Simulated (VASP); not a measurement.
# BN (F-43m) in VASP: further runs, part 2 of 2

VASP 6.6.1.

### Step 3. G0W0 quasiparticle levels, HSE06

The input, POSCAR:

```
BN
1.0
    0.0000000000      1.8048245542      1.8048245542
    1.8048245542      0.0000000000      1.8048245542
    1.8048245542      1.8048245542      0.0000000000
B N
1 1
Direct
    0.0000000000      0.0000000000      0.0000000000
    0.2500000000      0.2500000000      0.2500000000
```

The input, INCAR.step1:

```
SYSTEM = BN
PREC = Accurate
ENCUT = 500
EDIFF = 1E-5
ISMEAR = 0
SIGMA = 0.02
LREAL = .FALSE.
LASPH = .TRUE.
NELM = 60
ALGO = Normal
ISIF = 2
LWAVE = .TRUE.
LCHARG = .FALSE.
GGA = PE
```

The input, INCAR.step2:

```
SYSTEM = BN
PREC = Accurate
ENCUT = 500
EDIFF = 1E-8
ISMEAR = 0
SIGMA = 0.01
LREAL = .FALSE.
LASPH = .TRUE.
NELM = 60
ALGO = Normal
LWAVE = .TRUE.
LCHARG = .FALSE.
GGA = PE
LHFCALC = .TRUE.
HFSCREEN = 0.2
PRECFOCK = Fast
ISTART = 1
```

The input, INCAR.step3:

```
SYSTEM = BN
PREC = Accurate
ENCUT = 500
EDIFF = 1E-8
ISMEAR = 0
SIGMA = 0.01
LREAL = .FALSE.
LASPH = .TRUE.
NELM = 1
ALGO = Exact
LWAVE = .TRUE.
LCHARG = .FALSE.
GGA = PE
LHFCALC = .TRUE.
HFSCREEN = 0.2
PRECFOCK = Fast
ISTART = 1
NBANDS = 154
LOPTICS = .TRUE.
```

The input, INCAR.step4:

```
SYSTEM = BN
PREC = Accurate
ENCUT = 500
EDIFF = 1E-8
ISMEAR = 0
SIGMA = 0.01
LREAL = .FALSE.
LASPH = .TRUE.
ALGO = EVGW0
LWAVE = .FALSE.
LCHARG = .FALSE.
GGA = PE
LHFCALC = .TRUE.
HFSCREEN = 0.2
PRECFOCK = Fast
ISTART = 1
NELMGW = 1
NBANDS = 154
ENCUTGW = 100.0
NOMEGA = 48
NBANDSGW = 12
```

The input, KPOINTS:

```
regular mesh
0
G
  4 4 4
  0 0 0
```

Potentials or basis: VASP PAW PBE potentials, release 64 (B_GW, N_GW).

Command:

```
> cat potpaw_PBE.64/B_GW/POTCAR potpaw_PBE.64/N_GW/POTCAR > POTCAR
> cp INCAR.step1 INCAR
> mpirun -np 1 vasp_std > vasp.out
> cp INCAR.step2 INCAR
> mpirun -np 1 vasp_std > vasp.out
> cp INCAR.step3 INCAR
> mpirun -np 1 vasp_std > vasp.out
> cp INCAR.step4 INCAR
> mpirun -np 1 vasp_std > vasp.out
```

OUTCAR:

```text
SYSTEM = BN
   PREC = Accurate
   ENCUT = 500
   EDIFF = 1E-8
   ISMEAR = 0
   LREAL = .FALSE.
   LASPH = .TRUE.
   GGA = PE
   LHFCALC = .TRUE.
   HFSCREEN = 0.2
   PRECFOCK = Fast
   ISTART = 1
   NELMGW = 1
   ENCUTGW = 100.0

 ion  position               nearest neighbor table
   1  0.000  0.000  0.000-   2 1.56   2 1.56   2 1.56   2 1.56
   2  0.250  0.250  0.250-   1 1.56   1 1.56   1 1.56   1 1.56

  LATTYP: Found a face centered cubic cell.
 ALAT       =     3.6096491084

  Lattice vectors:

 A1 = (   0.0000000000,   1.8048245542,   1.8048245542)
 A2 = (   1.8048245542,   0.0000000000,   1.8048245542)
 A3 = (   1.8048245542,   1.8048245542,   0.0000000000)

Analysis of symmetry for initial positions (statically):
=====================================================================
 Subroutine PRICEL returns:
 Original cell was already a primitive cell.

 Routine SETGRP: Setting up the symmetry group for a
 face centered cubic supercell.

 Subroutine GETGRP returns: Found 24 space group operations
 (whereof 24 operations were pure point group operations)
 out of a pool of 48 trial point group operations.

The static configuration has the point symmetry T_d .

Analysis of symmetry for dynamics (positions and initial velocities):
=====================================================================
 Subroutine PRICEL returns:
 Original cell was already a primitive cell.

 Routine SETGRP: Setting up the symmetry group for a
 face centered cubic supercell.

 Subroutine GETGRP returns: Found 24 space group operations
 (whereof 24 operations were pure point group operations)
 out of a pool of 48 trial point group operations.

The dynamic configuration has the point symmetry T_d .

 Subroutine INISYM returns: Found 24 space group operations
 (whereof 24 operations are pure point group operations),
 and found     1 'primitive' translations

----------------------------------------------------------------------------------------

                                     Primitive cell

  volume of cell :      11.7580

  direct lattice vectors                    reciprocal lattice vectors
     0.000000000  1.804824554  1.804824554    -0.277035238  0.277035238  0.277035238
     1.804824554  0.000000000  1.804824554     0.277035238 -0.277035238  0.277035238
     1.804824554  1.804824554  0.000000000     0.277035238  0.277035238 -0.277035238

  length of vectors
     2.552407362  2.552407362  2.552407362     0.479839108  0.479839108  0.479839108

  position of ions in fractional coordinates (direct lattice)
     0.000000000  0.000000000  0.000000000
     0.250000000  0.250000000  0.250000000

  ion indices of the primitive-cell ions
   primitive index   ion index
                 1           1
                 2           2

----------------------------------------------------------------------------------------

 KPOINTS: regular mesh

Automatic generation of k-mesh.
 Grid dimensions read from file:
 generate k-points for:    4    4    4

 Generating k-lattice:

  Cartesian coordinates                     Fractional coordinates (reciprocal lattice)
    -0.069258810  0.069258810  0.069258810     0.250000000  0.000000000  0.000000000
     0.069258810 -0.069258810  0.069258810     0.000000000  0.250000000  0.000000000
     0.069258810  0.069258810 -0.069258810     0.000000000  0.000000000  0.250000000

  Length of vectors
     0.119959777  0.119959777  0.119959777

  Shift w.r.t. Gamma in fractional coordinates (k-lattice)
     0.000000000  0.000000000  0.000000000

 Subroutine IBZKPT returns following result:
 ===========================================

 Found      8 irreducible k-points:

 Following reciprocal coordinates:
            Coordinates               Weight
  0.000000  0.000000  0.000000      1.000000
  0.250000  0.000000  0.000000      8.000000
  0.500000  0.000000  0.000000      4.000000
  0.250000  0.250000  0.000000      6.000000
  0.500000  0.250000  0.000000     24.000000
 -0.250000  0.250000  0.000000     12.000000
  0.500000  0.500000  0.000000      3.000000
 -0.250000  0.500000  0.250000      6.000000
   k-points           NKPTS =      8   k-points in BZ     NKDIM =     64   number of bands    NBANDS=    154
   number of dos      NEDOS =    301   number of ions     NIONS =      2
   total plane-waves  NPLWV =   8000
   dimension x,y,z NGX =    20 NGY =   20 NGZ =   20
   dimension x,y,z NGXF=    40 NGYF=   40 NGZF=   40
   ions per type =               1   1
   NGX,Y,Z   is equivalent  to a cutoff of  13.03, 13.03, 13.03 a.u.
   NGXF,Y,Z  is equivalent  to a cutoff of  26.05, 26.05, 26.05 a.u.
 SYSTEM =  BN
   PREC   = accura    normal or accurate (medium, high low for compatibility)
   ISTART =      1    job   : 0-new  1-cont  2-samecut
   ICHARG =      0    charge: 1-file 2-atom 10-const
   ISPIN  =      1    spin polarized calculation?
   LNONCOLLINEAR =      F non collinear calculations
   LSORBIT =      F    spin-orbit coupling
   LASPH  =      T    aspherical Exc in radial PAW
   ENCUT  =  500.0 eV  36.75 Ry    6.06 a.u.   4.65  4.65  4.65*2*pi/ulx,y,z
   NELM   =     60;   NELMIN=  2; NELMDL=  0     # of ELM steps
   EDIFF  = 0.1E-07   stopping-criterion for ELM
   LREAL  =      F    real-space projection
   EDIFFG = 0.1E-06   stopping-criterion for IOM
   NSW    =      0    number of steps for IOM
   IBRION =     -1    ionic relax: 0-MD 1-quasi-New 2-CG
   NFREE  =      0    steps in history (QN), initial steepest desc. (CG)
   ISIF   =      0    stress and relaxation
   ISYM   =      3    0-nonsym 1-usesym 2-fastsym
   POTIM  = 0.5000    time-step for ionic-motion
   TEBEG  =    0.0;   TEEND  =   0.0 temperature during run
   PSTRESS=    0.0 pullay stress
   NELECT =       8.0000    total number of electrons
   NUPDOWN=      -1.0000    fix difference up-down
   EMIN   =  10.00;   EMAX   =-10.00  energy-range for DOS
   EFERMI =   0.00;   METHOD = LEGACY
   ISMEAR =     0;   SIGMA  =   0.01  broadening in eV -4-tet -1-fermi 0-gaus
   EFERMI_NEDOS =   21; number of points for ismear=-14 and -15
   IALGO  =     38    algorithm
   IMIX   =      1    mixing-type and parameters
     AMIX     =   0.40;   BMIX     =  1.00
     AMIX_MAG =   1.60;   BMIX_MAG =  1.00
  volume/ion in A,a.u.               =       5.88        39.67
  Fermi-wavevector in a.u.,A,eV,Ry     =   1.439881  2.720980 28.208365  2.073256
  Thomas-Fermi vector in A             =   2.558687
   LORBIT       =      0    0 simple, 1 ext, 2 COOP (PROOUT), +10 PAW based schemes
   GGA     = PE    functional components
   LHFCALC =     T    Hartree Fock is set to
   PRECFOCK=fast      Normal, Fast or Accurate (Low or Medium for compatibility)
   ENCUT4O =  -1.0   cutoff for four orbital integrals eV
   NKREDX  =     1    reduce k-point grid by
   NKREDY  =     1    reduce k-point grid by
   NKREDZ  =     1    reduce k-point grid by
   AEXX    =    1.0000 exact exchange contribution
   HFSCREEN=    0.0000 screening length (either q_TF or 0.3 A-1)
   HFSCREENC=   0.2000 screening length for correlation (either q_TF or 0.3 A-1)
   ENCUTFOCK=  -1.0 apply spherical cutoff to Coloumb kernel
   IVDW    =     0    specifies the selected vdW correction
   LEPSILON=     F    determine dielectric tensor
   LRPA    =     F    only Hartree local field effects (RPA)
   LRPAFORCE           =     F    calculate RPA forces
   ENCUTGW             = 100.0    cutoff for response function in eV
   ENCUTGWSOFT         =  80.0    soft cutoff for Coulomb kernel in GW response function in eV
   ENCUTLF             =  -1.0    cutoff for local field effects
   NELMGW              =     1    number of iterations in solving QP/BSE equation
   NELMHF              =     1    number of iterations in the inner HF iteration
   NKREDLFX            =     1    NKREDLFY  =   1   NKREDLFZ  =   1
 non-spin polarized calculation
 Gauss-broadening in eV      SIGMA  =   0.01
  energy-cutoff  :      500.00
  volume of cell :       11.76
 maximum number of plane-waves:       308
 NGX is ok and might be reduce to    20
  NGX = 12; NGY = 12; NGZ = 12
 maximum number of plane-waves:        28
 NGX is ok and might be reduce to    10

 QP shifts <psi_nk| G(iteration)W_0 |psi_nk>: iteration 1
 for sc-GW calculations column KS-energies equals QP-energies in previous step
 and V_xc(KS)=  KS-energies - (<T + V_ion + V_H > + <T+V_H+V_ion>^1  + <V_x>^1)

 k-point   1 :       0.0000    0.0000    0.0000
  band No.  KS-energies  QP-energies   sigma(KS)   V_xc(KS)     V^pw_x(r,r')   Z            occupation Imag(sigma)

      1     -15.5007     -15.4869     -18.2640     -18.2811     -26.5594       0.8007       2.0000       1.3173
      2       6.6401       6.6314     -19.1453     -19.1350     -22.1454       0.8432       2.0000       0.1041
      3       6.6401       6.6314     -19.1453     -19.1350     -22.1454       0.8432       2.0000       0.1041
      4       6.6401       6.6314     -19.1453     -19.1350     -22.1454       0.8432       2.0000       0.1041
      5      17.2666      18.0033     -11.9249     -12.7924      -6.8337       0.8493       0.0000      -0.1061
      6      17.2666      18.0033     -11.9249     -12.7924      -6.8337       0.8493       0.0000      -0.1061
      7      17.2666      18.0033     -11.9249     -12.7924      -6.8337       0.8493       0.0000      -0.1061
      8      18.9093      19.4446     -13.6703     -14.3123      -8.1077       0.8338       0.0000      -0.1265
      9      33.4908      33.2685     -10.5093     -10.2345      -3.2477       0.8089       0.0000      -0.4743
     10      36.5040      36.9205     -11.6885     -12.1818      -5.4505       0.8441       0.0000      -0.4383
     11      36.5040      36.9205     -11.6885     -12.1818      -5.4505       0.8441       0.0000      -0.4383
     12      37.0784      36.9528     -10.0888      -9.9377      -3.0047       0.8307       0.0000      -0.6763
[... 100 lines left out ...]
      1      -9.1370      -9.0444     -19.7664     -19.8853     -27.0338       0.7788       2.0000       0.6093
      2      -1.7104      -2.0809     -17.8196     -17.3628     -22.3259       0.8110       2.0000       0.1864
      3      -0.9172      -1.2266     -17.2481     -16.8709     -21.2857       0.8201       2.0000       0.1627
      4      -0.3612      -0.6537     -16.8477     -16.4932     -20.5831       0.8254       2.0000       0.1480
      5      17.9412      18.5783     -12.8741     -13.6265      -7.9766       0.8468       0.0000      -0.1089
      6      22.1092      22.7056     -12.2711     -12.9928      -6.0671       0.8263       0.0000      -0.1664
      7      22.9938      23.4352     -10.8073     -11.3289      -5.1803       0.8463       0.0000      -0.1392
      8      23.6063      24.4386     -14.0115     -15.0313      -7.8985       0.8162       0.0000      -0.1713
      9      28.5338      29.2605     -13.7759     -14.6852      -6.7044       0.7992       0.0000      -0.2898
     10      34.8016      35.2735     -11.8560     -12.4379      -4.3713       0.8110       0.0000      -0.5636
     11      38.4747      38.5855     -11.5402     -11.6738      -4.2637       0.8286       0.0000      -0.7691
     12      42.4099      42.6506     -11.1611     -11.4526      -3.7461       0.8258       0.0000      -0.8870
```

It took 39 s on 1 thread of Intel Xeon 6975P-C (Granite Rapids), shared host; peak memory 0.26 GiB.

Results:

| Property | Result |
| --- | --- |
| Quasiparticle gap | 6.22 eV |
| Least direct quasiparticle gap | 11.37 eV |
| Band gap of the starting levels on the mesh | 5.84 eV |
| Least direct gap of the starting levels on the mesh | 10.63 eV |

Caveat: the k points lie up to 0.75 Å⁻¹ apart; bands, screening cutoff and mesh are small and nothing is extrapolated, so the quasiparticle values aren't converged.
